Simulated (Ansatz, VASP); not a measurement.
SnH2Br2: VASP beside Ansatz

```
Sn H Br
1.0
     4.38741    0.00000    0.00000
    -2.19371    3.79961    0.00000
     0.00000    0.00000    9.75672
Sn H Br
1 2 2
Cartesian
  0.0000 0.0000 0.0000
  0.0000 0.0000 4.5031
  0.0000 0.0000 5.2536
  0.0000 2.5331 1.6638
  2.1937 1.2665 8.0929
```

Change from the starting cell: species swapped into the Rb2PtC2 type (P-3m1, No. 164).

Alike in both runs: functional PBE; k mesh 6 × 6 × 4; occupations gaussian, width 0.02 eV; no spin polarisation.

Ansatz relaxed the structure, and its values are those at the end. VASP's run is a single point on that final structure, the one shown.

|  | VASP | Ansatz |
| --- | --- | --- |
| version | VASP 6.6.1 | Ansatz 0.2.0 |
| potentials or method | VASP PAW PBE potentials, release 64 (Sn_d, H, Br), cutoff 520 eV | scalar-relativistic, plane waves, PAW |
| valence electrons in the cell | 30 | 30 |

Ansatz gave:

```
gap on the k mesh at the Fermi level (eV) : 2.14
least direct gap on the mesh (eV)         : 2.63
pressure (GPa)                            : 0.0
rms of the force components (eV/Å)        : 0.001
```

What did VASP give for the same quantities?

gap on the k mesh at the Fermi level (eV): 2.14; least direct gap on the mesh (eV): 2.63; pressure (GPa): 0.0; rms of the force components (eV/Å): 0.003.

Ansatz's warnings: xc potential rough in thin density.
